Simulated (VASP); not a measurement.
# Ir in VASP: single point with PBE

Aim: the single point of Ir with PBE.

Everything below comes from runs of VASP 6.6.1. Logs are shortened: lines on timing, memory, paths and dates and some standing lists are left out, and cuts for length are marked.

## 1. The cell of the first run

The cell holds a slab with vacuum, 12 atoms: a = 5.474 Å, b = 5.474 Å, c = 22.978 Å, α = 90.00°, β = 90.00°, γ = 120.00°.

## 2. Single point, PBE

Contents of INCAR:

```
SYSTEM = Ir
PREC = Accurate ; ENCUT = 400
EDIFF = 1E-6 ; ISMEAR = 0
SIGMA = 0.1 ; LREAL = .FALSE.
LASPH = .TRUE. ; NELM = 120
ALGO = Normal ; ISIF = 2
LWAVE = .FALSE. ; LCHARG = .FALSE.
LDIPOL = .TRUE. ; IDIPOL = 3
DIPOL = 0.5 0.5 0.443 ; GGA = PE
NBANDS = 66 ; GGA_COMPAT = .FALSE.
NELMDL = -8
```

Contents of KPOINTS:

```
Automatic mesh
0
G
  4 4 1
  0 0 0
```

Contents of POSCAR:

```
Ir
1.0
    5.4739356050      0.0000000000      0.0000000000
   -2.7369678025      4.7405672926      0.0000000000
    0.0000000000      0.0000000000     22.9779497057
Ir
12
Direct
    0.3333333333      0.1666666667      0.3481598708
    0.3333333333      0.6666666667      0.3481598708
    0.8333333333      0.1666666667      0.3481598708
    0.8333333333      0.6666666667      0.3481598708
    0.6666575837      0.3333263776      0.4427463157
    0.6666667202      0.8333336089      0.4427758725
    0.1666739243      0.3333317379      0.4427463207
    0.1666687095      0.8333428970      0.4427463053
    0.0000001321      0.5000006259      0.5373418243
   -0.0000506175     -0.0000232972      0.5373595376
    0.5000269066      0.5000512649      0.5373595603
    0.5000240887     -0.0000262252      0.5373595367
```

Potentials or basis: VASP PAW PBE potentials, release 64 (Ir).

Launch:

```bash
$ cat potpaw_PBE.64/Ir/POTCAR > POTCAR
$ mpirun -np 1 vasp_std > vasp.out
```

OUTCAR:

```text
SYSTEM = Ir
   PREC = Accurate
   ENCUT = 400
   EDIFF = 1E-6
   ISMEAR = 0
   LREAL = .FALSE.
   LASPH = .TRUE.
   NELM = 120
   ISIF = 2
   GGA = PE
   NELMDL = -8

 ion  position               nearest neighbor table
   1  0.333  0.167  0.348-   8 2.69   5 2.69   7 2.69   4 2.74   2 2.74   2 2.74   4 2.74   3 2.74
                             3 2.74
   2  0.333  0.667  0.348-   7 2.69   8 2.69   6 2.69   3 2.74   1 2.74   1 2.74   3 2.74   4 2.74
                             4 2.74
   3  0.833  0.167  0.348-   5 2.69   7 2.69   6 2.69   4 2.74   2 2.74   4 2.74   2 2.74   1 2.74
                             1 2.74
   4  0.833  0.667  0.348-   8 2.69   5 2.69   6 2.69   3 2.74   1 2.74   3 2.74   1 2.74   2 2.74
                             2 2.74
   5  0.667  0.333  0.443-   1 2.69   3 2.69   4 2.69   9 2.69  12 2.69  11 2.69   8 2.74   7 2.74
                             6 2.74   6 2.74   7 2.74   8 2.74
   6  0.667  0.833  0.443-  11 2.69  10 2.69  12 2.69   3 2.69   2 2.69   4 2.69   7 2.74   5 2.74
                             8 2.74   8 2.74   5 2.74   7 2.74
   7  0.167  0.333  0.443-   1 2.69   2 2.69   3 2.69   9 2.69  11 2.69  10 2.69   8 2.74   5 2.74
                             6 2.74   6 2.74   5 2.74   8 2.74
   8  0.167  0.833  0.443-   1 2.69   4 2.69   2 2.69   9 2.69  10 2.69  12 2.69   5 2.74   7 2.74
                             6 2.74   6 2.74   7 2.74   5 2.74
   9  0.000  0.500  0.537-   8 2.69   5 2.69   7 2.69  11 2.74  10 2.74  12 2.74  12 2.74  10 2.74
                            11 2.74
  10  1.000  1.000  0.537-   6 2.69   8 2.69   7 2.69  12 2.74  11 2.74   9 2.74   9 2.74  11 2.74
                            12 2.74
  11  0.500  0.500  0.537-   6 2.69   7 2.69   5 2.69  12 2.74  10 2.74   9 2.74   9 2.74  10 2.74
                            12 2.74
  12  0.500  1.000  0.537-   6 2.69   5 2.69   8 2.69  10 2.74  11 2.74   9 2.74   9 2.74  11 2.74
                            10 2.74

  LATTYP: Found a hexagonal cell.
 ALAT       =     5.4739356050
 C/A-ratio  =     4.1977018664

  Lattice vectors:

 A1 = (   5.4739356050,   0.0000000000,   0.0000000000)
 A2 = (  -2.7369678025,   4.7405672926,   0.0000000000)
 A3 = (   0.0000000000,   0.0000000000,  22.9779497057)

Analysis of symmetry for initial positions (statically):
=====================================================================
 Subroutine PRICEL returns:
 Original cell was already a primitive cell.

 Routine SETGRP: Setting up the symmetry group for a
 hexagonal supercell.

 Subroutine GETGRP returns: Found  6 space group operations
 (whereof  2 operations were pure point group operations)
 out of a pool of 24 trial point group operations.

The static configuration has the point symmetry C_1h.
 The point group associated with its full space group is C_3v.

Analysis of symmetry for dynamics (positions and initial velocities):
=====================================================================
 Subroutine PRICEL returns:
 Original cell was already a primitive cell.

 Routine SETGRP: Setting up the symmetry group for a
 hexagonal supercell.

 Subroutine GETGRP returns: Found  6 space group operations
 (whereof  2 operations were pure point group operations)
 out of a pool of 24 trial point group operations.

The dynamic configuration has the point symmetry C_1h.
 The point group associated with its full space group is C_3v.

 Subroutine INISYM returns: Found  6 space group operations
 (whereof  2 operations are pure point group operations),
 and found     1 'primitive' translations

----------------------------------------------------------------------------------------

                                     Primitive cell

  volume of cell :     596.2677

  direct lattice vectors                    reciprocal lattice vectors
     5.473935605  0.000000000  0.000000000     0.182683917  0.105472609  0.000000000
    -2.736967803  4.740567293  0.000000000     0.000000000  0.210945218  0.000000000
     0.000000000  0.000000000 22.977949706     0.000000000  0.000000000  0.043519984

  length of vectors
     5.473935605  5.473935605 22.977949706     0.210945218  0.210945218  0.043519984

  position of ions in fractional coordinates (direct lattice)
     0.333333333  0.166666667  0.348159871
     0.333333333  0.666666667  0.348159871
     0.833333333  0.166666667  0.348159871
     0.833333333  0.666666667  0.348159871
[... 38 lines left out ...]

  Length of vectors
     0.052736304  0.052736304  0.043519984

  Shift w.r.t. Gamma in fractional coordinates (k-lattice)
     0.000000000  0.000000000  0.000000000

 Subroutine IBZKPT returns following result:
 ===========================================

 Found      4 irreducible k-points:

 Following reciprocal coordinates:
            Coordinates               Weight
  0.000000  0.000000  0.000000      1.000000
  0.250000 -0.000000  0.000000      6.000000
  0.500000 -0.000000  0.000000      3.000000
  0.250000  0.250000  0.000000      6.000000
   k-points           NKPTS =      4   k-points in BZ     NKDIM =      4   number of bands    NBANDS=     66
   number of dos      NEDOS =    301   number of ions     NIONS =     12
   total plane-waves  NPLWV = 194400
   dimension x,y,z NGX =    36 NGY =   36 NGZ =  150
   dimension x,y,z NGXF=    72 NGYF=   72 NGZF=  300
   ions per type =              12
   NGX,Y,Z   is equivalent  to a cutoff of  10.93, 10.93, 10.85 a.u.
   NGXF,Y,Z  is equivalent  to a cutoff of  21.87, 21.87, 21.71 a.u.
 SYSTEM =  Ir
   PREC   = accura    normal or accurate (medium, high low for compatibility)
   ISTART =      0    job   : 0-new  1-cont  2-samecut
   ICHARG =      2    charge: 1-file 2-atom 10-const
   ISPIN  =      1    spin polarized calculation?
   LNONCOLLINEAR =      F non collinear calculations
   LSORBIT =      F    spin-orbit coupling
   LASPH  =      T    aspherical Exc in radial PAW
   ENCUT  =  400.0 eV  29.40 Ry    5.42 a.u.   8.93  8.93 37.47*2*pi/ulx,y,z
   NELM   =    120;   NELMIN=  2; NELMDL= -8     # of ELM steps
   EDIFF  = 0.1E-05   stopping-criterion for ELM
   LREAL  =      F    real-space projection
   EDIFFG = 0.1E-04   stopping-criterion for IOM
   NSW    =      0    number of steps for IOM
   IBRION =     -1    ionic relax: 0-MD 1-quasi-New 2-CG
   NFREE  =      0    steps in history (QN), initial steepest desc. (CG)
   ISIF   =      2    stress and relaxation
   ISYM   =      2    0-nonsym 1-usesym 2-fastsym
   POTIM  = 0.5000    time-step for ionic-motion
   TEBEG  =    0.0;   TEEND  =   0.0 temperature during run
   PSTRESS=    0.0 pullay stress
   NELECT =     108.0000    total number of electrons
   NUPDOWN=      -1.0000    fix difference up-down
   EMIN   =  10.00;   EMAX   =-10.00  energy-range for DOS
   EFERMI =   0.00;   METHOD = LEGACY
   ISMEAR =     0;   SIGMA  =   0.10  broadening in eV -4-tet -1-fermi 0-gaus
   EFERMI_NEDOS =   21; number of points for ismear=-14 and -15
   IALGO  =     38    algorithm
   IMIX   =      4    mixing-type and parameters
     AMIX     =   0.40;   BMIX     =  1.00
     AMIX_MAG =   1.60;   BMIX_MAG =  1.00
  volume/ion in A,a.u.               =      49.69       335.32
  Fermi-wavevector in a.u.,A,eV,Ry     =   0.926266  1.750389 11.673369  0.857968
  Thomas-Fermi vector in A             =   2.052210
   LORBIT       =      0    0 simple, 1 ext, 2 COOP (PROOUT), +10 PAW based schemes
   GGA     = PE    functional components
   LHFCALC =     F    Hartree Fock is set to
   AEXX    =    0.0000 exact exchange contribution
   IVDW    =     0    specifies the selected vdW correction
   LEPSILON=     F    determine dielectric tensor
   LRPA    =     F    only Hartree local field effects (RPA)
 non-spin polarized calculation
 Gauss-broadening in eV      SIGMA  =   0.10
  energy-cutoff  :      400.00
  volume of cell :      596.27
 maximum number of plane-waves:     10857
 NGX is ok and might be reduce to    36
   NGX = 17   NGY = 17   NGZ = 75

 dipolmoment           0.000000      0.000000      0.000001 electrons x Angstroem

 number of electron     108.0000013 magnetization

 dipolmoment           0.000000      0.000000     -0.000004 electrons x Angstroem

 Free energy of the ion-electron system (eV)
  ---------------------------------------------------
  ext. energy  EPLUGINS =         0.00000000
  ---------------------------------------------------
  free energy    TOTEN  =       -98.78051646 eV

  energy without entropy =      -98.66679238  energy(sigma->0) =      -98.72365442

 E-fermi :  -0.8449     XC(G=0):  -4.8707

 val. band max:       -0.8572889664   @ k =   0.2500  -0.0000   0.0000
 cond. band min:      -0.8251676804   @ k =   0.2500  -0.0000   0.0000
 fundamental gap:      0.0321212860
 Fermi energy:        -0.8448872264

 k-point     1 :       0.0000    0.0000    0.0000
  band No.  band energies     occupation
      1     -10.9507      2.00000
      2      -8.9150      2.00000
      3      -8.5258      2.00000
      4      -8.2046      2.00000
      5      -8.2046      2.00000
      6      -8.2046      2.00000
[... 265 lines left out ...]
     65      -0.0427      0.00000
     66      -0.0422      0.00000

------------------------ aborting loop because EDIFF is reached ----------------------------------------

 vacuum level on the upper side and lower side of the slab       (xc-potential included)        -0.110        -0.108

  FORCE on cell =-STRESS in cart. coord.  units (eV):
  Direction    XX          YY          ZZ          XY          YZ          ZX
  --------------------------------------------------------------------------------------
  -------------------------------------------------------------------------------------
  Total      -12.1699203    -12.1699203      0.7278618     -0.0000000      0.0000000      0.0000000
  in kB      -32.7006995    -32.7006995      1.9557720     -0.0000000      0.0000000      0.0000000
  external PRESSURE =     -21.1485423 kB  Pullay stress =       0.0000000 kB

 VOLUME and BASIS-vectors are now :
 -----------------------------------------------------------------------------
  energy-cutoff  :      400.00
  volume of cell :      596.27
      direct lattice vectors                 reciprocal lattice vectors
     5.473935605  0.000000000  0.000000000     0.182683917  0.105472609  0.000000000
    -2.736967803  4.740567293  0.000000000     0.000000000  0.210945218  0.000000000
     0.000000000  0.000000000 22.977949706     0.000000000  0.000000000  0.043519984

 POSITION                                       TOTAL-FORCE (eV/Angst)
 -----------------------------------------------------------------------------------
      1.36848      0.79009      8.00000        -0.000000      0.000000     -0.043858
     -0.00000      3.16038      8.00000         0.001106      0.000638     -0.042778
      4.10545      0.79009      8.00000        -0.000000     -0.001277     -0.042778
      2.73697      3.16038      8.00000        -0.001106      0.000638     -0.042778
      2.73694      1.58016     10.17340        -0.000056     -0.000032      0.003438
      1.36848      3.95047     10.17408        -0.000000      0.000000     -0.005192
      0.00004      1.58018     10.17340         0.000056     -0.000032      0.003438
     -1.36850      3.95052     10.17340        -0.000000      0.000065      0.003438
     -1.36848      2.37029     12.34701        -0.000000      0.000000      0.045171
      2.73675      4.74046     12.34742         0.004072      0.002351      0.040632
      1.36849      2.37053     12.34742        -0.000000     -0.004702      0.040632
      0.00020      4.74044     12.34742        -0.004072      0.002351      0.040632
 -----------------------------------------------------------------------------------
    total drift:                                0.000386     -0.001167      0.000354

  FREE ENERGIE OF THE ION-ELECTRON SYSTEM (eV)
  ---------------------------------------------------
  free  energy   TOTEN  =       -98.7805164629 eV

  energy  without entropy=      -98.6667923783  energy(sigma->0) =      -98.72365442

 vacuum level on the upper side and lower side of the slab         4.340         4.340
```

It took 6.2 min on 1 thread of Intel Xeon 8259CL, shared host; peak memory 0.46 GiB.

Results:

* Free energy: -98.7805 eV
* Largest force: 0.045 eV/Å
* Band gap on the k mesh: zero (bands 54 and 55 overlap by 1.11 eV)

Forces on the atoms (eV/Å):
```
Ir   0.000  0.000 -0.044
Ir   0.001  0.001 -0.043
Ir   0.000 -0.001 -0.043
Ir  -0.001  0.001 -0.043
Ir   0.000  0.000  0.003
Ir   0.000  0.000 -0.005
Ir   0.000  0.000  0.003
Ir   0.000  0.000  0.003
Ir   0.000  0.000  0.045
Ir   0.004  0.002  0.041
Ir   0.000 -0.005  0.041
Ir  -0.004  0.002  0.041
```

Levels at points of the mesh, in eV from the Fermi level:
```tsv
k point	band 50	band 51	band 52	band 53	band 54	band 55	band 56	band 57
(0.00, 0.00, 0.00)	0.34	0.48	0.48	0.48	0.66	0.66	0.90	0.90
(0.50, 0.00, 0.00)	-1.18	-0.98	-0.98	-0.48	-0.48	-0.45	-0.45	-0.35
```

Caveat: spin-orbit coupling is left out, which moves the levels of the heavy elements.

The gap in the log of VASP goes by the Fermi energy; the results here count the filled bands.